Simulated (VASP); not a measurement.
# TiAl3 (dq5) (I4/mmm) in VASP: single point with LDA

Aim: the single point of TiAl3 (dq5) with LDA.

Program: VASP 6.6.1. These are calculated values, not measurements. Logs are shortened: lines on timing, memory, paths and dates and some standing lists are left out, and cuts for length are marked.

**1. The cell of the first run**

Symmetry: I4/mmm, No. 139, tetragonal system. Conventional cell: a = 3.822 Å, b = 3.822 Å, c = 8.561 Å, α = 90.00°, β = 90.00°, γ = 90.00°. Within 3.6 Å of Ti (site symmetry 4/mmm) lie 12 Al at 2.70 to 2.87 Å. Al (site symmetry 4/mmm) has 4 Ti at 2.70 Å and 8 Al at 2.87 Å within 3.6 Å. Within 3.6 Å of Al (site symmetry -4m2) lie 8 Al at 2.70 to 2.87 Å and 4 Ti at 2.87 Å.

**2. Single point, LDA**

INCAR reads:

```
PREC = Accurate
ENCUT = 520
EDIFF = 1E-7
ISMEAR = 0
SIGMA = 0.1
LREAL = False
LASPH = True
NELM = 60
ALGO = Fast
ISIF = 2
LWAVE = False
LCHARG = False
GGA = CA
NBANDS = 18
```

KPOINTS reads:

```
regular mesh
0
Gamma
  6 6 6
```

POSCAR reads:

```
TiAl3
1.0
   -1.9111067700      1.9111067700      4.2806687900
    1.9111067700     -1.9111067700      4.2806687900
    1.9111067700      1.9111067700     -4.2806687900
Ti Al
1 3
Direct
    0.0000000000      0.0000000000      0.0000000000
    0.5000000000      0.5000000000      0.0000000000
    0.7500000000      0.2500000000      0.5000000000
    0.2500000000      0.7500000000      0.5000000000
```

Potentials or basis: VASP PAW LDA potentials, release 64 (Ti_sv, Al).

Run with:

```sh
> cat potpaw_LDA.64/Ti_sv/POTCAR potpaw_LDA.64/Al/POTCAR > POTCAR
> mpirun -np 1 vasp_std > vasp.out
```

OUTCAR:

```text
PREC = Accurate
   ENCUT = 520
   EDIFF = 1E-7
   ISMEAR = 0
   LREAL = False
   LASPH = True
   NELM = 60
   ISIF = 2
   GGA = CA

 ion  position               nearest neighbor table
   1  0.000  0.000  0.000-   2 2.70   2 2.70   2 2.70   2 2.70   4 2.87   3 2.87   4 2.87   4 2.87
                             3 2.87   3 2.87   4 2.87   3 2.87
   2  0.500  0.500  0.000-   1 2.70   1 2.70   1 2.70   1 2.70   4 2.87   3 2.87   4 2.87   3 2.87
                             4 2.87   4 2.87   3 2.87   3 2.87
   3  0.750  0.250  0.500-   4 2.70   4 2.70   4 2.70   4 2.70   2 2.87   1 2.87   2 2.87   1 2.87
                             2 2.87   2 2.87   1 2.87   1 2.87
   4  0.250  0.750  0.500-   3 2.70   3 2.70   3 2.70   3 2.70   2 2.87   1 2.87   2 2.87   2 2.87
                             1 2.87   1 2.87   2 2.87   1 2.87

  LATTYP: Found a body centered tetragonal cell.
 ALAT       =     3.8222135400
 C/A-ratio  =     2.2398899199

  Lattice vectors:

 A1 = (  -1.9111067700,   1.9111067700,   4.2806687900)
 A2 = (   1.9111067700,  -1.9111067700,   4.2806687900)
 A3 = (   1.9111067700,   1.9111067700,  -4.2806687900)

Analysis of symmetry for initial positions (statically):
=====================================================================
 Subroutine PRICEL returns:
 Original cell was already a primitive cell.

 Routine SETGRP: Setting up the symmetry group for a
 body centered tetragonal supercell.

 Subroutine GETGRP returns: Found 16 space group operations
 (whereof 16 operations were pure point group operations)
 out of a pool of 16 trial point group operations.

The static configuration has the point symmetry D_4h.

Analysis of symmetry for dynamics (positions and initial velocities):
=====================================================================
 Subroutine PRICEL returns:
 Original cell was already a primitive cell.

 Routine SETGRP: Setting up the symmetry group for a
 body centered tetragonal supercell.

 Subroutine GETGRP returns: Found 16 space group operations
 (whereof 16 operations were pure point group operations)
 out of a pool of 16 trial point group operations.

The dynamic configuration has the point symmetry D_4h.

 Subroutine INISYM returns: Found 16 space group operations
 (whereof 16 operations are pure point group operations),
 and found     1 'primitive' translations

----------------------------------------------------------------------------------------

                                     Primitive cell

[... 92 lines left out ...]
   ENCUT  =  520.0 eV  38.22 Ry    6.18 a.u.   9.41  9.41  9.41*2*pi/ulx,y,z
   NELM   =     60;   NELMIN=  2; NELMDL= -5     # of ELM steps
   EDIFF  = 0.1E-06   stopping-criterion for ELM
   LREAL  =      F    real-space projection
   EDIFFG = 0.1E-05   stopping-criterion for IOM
   NSW    =      0    number of steps for IOM
   IBRION =     -1    ionic relax: 0-MD 1-quasi-New 2-CG
   NFREE  =      0    steps in history (QN), initial steepest desc. (CG)
   ISIF   =      2    stress and relaxation
   ISYM   =      2    0-nonsym 1-usesym 2-fastsym
   POTIM  = 0.5000    time-step for ionic-motion
   TEBEG  =    0.0;   TEEND  =   0.0 temperature during run
   PSTRESS=    0.0 pullay stress
   NELECT =      21.0000    total number of electrons
   NUPDOWN=      -1.0000    fix difference up-down
   EMIN   =  10.00;   EMAX   =-10.00  energy-range for DOS
   EFERMI =   0.00;   METHOD = LEGACY
   ISMEAR =     0;   SIGMA  =   0.10  broadening in eV -4-tet -1-fermi 0-gaus
   EFERMI_NEDOS =   21; number of points for ismear=-14 and -15
   IALGO  =     68    algorithm
   IMIX   =      4    mixing-type and parameters
     AMIX     =   0.40;   BMIX     =  1.00
     AMIX_MAG =   1.60;   BMIX_MAG =  1.00
  volume/ion in A,a.u.               =      15.63       105.51
  Fermi-wavevector in a.u.,A,eV,Ry     =   1.137891  2.150303 17.616776  1.294796
  Thomas-Fermi vector in A             =   2.274596
   LORBIT       =      0    0 simple, 1 ext, 2 COOP (PROOUT), +10 PAW based schemes
   GGA     = CA    functional components
   LHFCALC =     F    Hartree Fock is set to
   AEXX    =    0.0000 exact exchange contribution
   IVDW    =     0    specifies the selected vdW correction
   LEPSILON=     F    determine dielectric tensor
   LRPA    =     F    only Hartree local field effects (RPA)
 non-spin polarized calculation
 RMM-DIIS sequential band-by-band and
 Gauss-broadening in eV      SIGMA  =   0.10
  energy-cutoff  :      520.00
  volume of cell :       62.54
 maximum number of plane-waves:      1697
 NGX is ok and might be reduce to    40
   NGX = 19   NGY = 19   NGZ = 19

 number of electron      20.9999999 magnetization

 Free energy of the ion-electron system (eV)
  ---------------------------------------------------
  ext. energy  EPLUGINS =         0.00000000
  ---------------------------------------------------
  free energy    TOTEN  =       -22.78294280 eV

  energy without entropy =      -22.77653555  energy(sigma->0) =      -22.77973917

 E-fermi :   8.1379     XC(G=0): -10.9859

 val. band max:        8.1188127714   @ k =   0.3333  -0.0000   0.0000
 cond. band min:       8.1876978998   @ k =  -0.3333  -0.3333   0.1667
 fundamental gap:      0.0688851285
 Fermi energy:         8.1379386444

 k-point     1 :       0.0000    0.0000    0.0000
  band No.  band energies     occupation
      1     -47.6182      2.00000
      2     -24.3284      2.00000
      3     -24.3284      2.00000
      4     -24.2323      2.00000
      5      -1.9384      2.00000
      6       5.2627      2.00000
[... 481 lines left out ...]
      5      -1.1516      2.00000
      6       2.7245      2.00000
[... 10 lines left out ...]
     17      13.1886      0.00000
     18      13.4738      0.00000

 [... further k-points ...]
[... 5 lines left out ...]
  --------------------------------------------------------------------------------------
  -------------------------------------------------------------------------------------
  Total       -1.3999932     -1.3999932     -1.1157587      0.0000000      0.0000000      0.0000000
  in kB      -35.8669944    -35.8669944    -28.5850768      0.0000000      0.0000000      0.0000000
  external PRESSURE =     -33.4396886 kB  Pullay stress =       0.0000000 kB

 VOLUME and BASIS-vectors are now :
 -----------------------------------------------------------------------------
  energy-cutoff  :      520.00
  volume of cell :       62.54
      direct lattice vectors                 reciprocal lattice vectors
    -1.911106770  1.911106770  4.280668790     0.000000000  0.261628501  0.116804178
     1.911106770 -1.911106770  4.280668790     0.261628501  0.000000000  0.116804178
     1.911106770  1.911106770 -4.280668790     0.261628501  0.261628501  0.000000000

 POSITION                                       TOTAL-FORCE (eV/Angst)
 -----------------------------------------------------------------------------------
      0.00000      0.00000      0.00000        -0.000000      0.000000      0.000000
      0.00000      0.00000      4.28067        -0.000000      0.000000      0.000000
      0.00000      1.91111      2.14033         0.000000     -0.000000     -0.000000
      1.91111      0.00000      2.14033         0.000000      0.000000      0.000000
 -----------------------------------------------------------------------------------
    total drift:                               -0.000000     -0.000000      0.000000

  FREE ENERGIE OF THE ION-ELECTRON SYSTEM (eV)
  ---------------------------------------------------
  free  energy   TOTEN  =       -22.7829427978 eV

  energy  without entropy=      -22.7765355457  energy(sigma->0) =      -22.77973917
```

Wall time 70 s (1 thread of Intel Xeon 6975P-C (Granite Rapids), shared host); peak memory 0.2 GiB.

What came out:

```
Free energy : -22.7829 eV
Pressure    : -3.3 GPa
```

Stress tensor (GPa, compression positive):
```
-3.59  0.00  0.00
 0.00 -3.59  0.00
 0.00  0.00 -2.86
```

Levels at points of the mesh, in eV from the Fermi level:
```tsv
k point	band 9	band 10	band 11	band 12	band 13	band 14
(0.00, 0.00, 0.00)	-1.23	-1.23	0.81	1.77	1.77	2.32
(0.50, 0.00, 0.00)	-1.07	-0.27	0.48	1.75	2.11	2.71
(0.50, 0.50, 0.00)	-2.65	-2.19	-1.00	1.74	1.88	2.74
(0.50, 0.50, 0.50)	-0.89	-0.23	0.68	0.68	0.93	3.09
```

Caveat: the k points lie up to 0.39 Å⁻¹ apart.
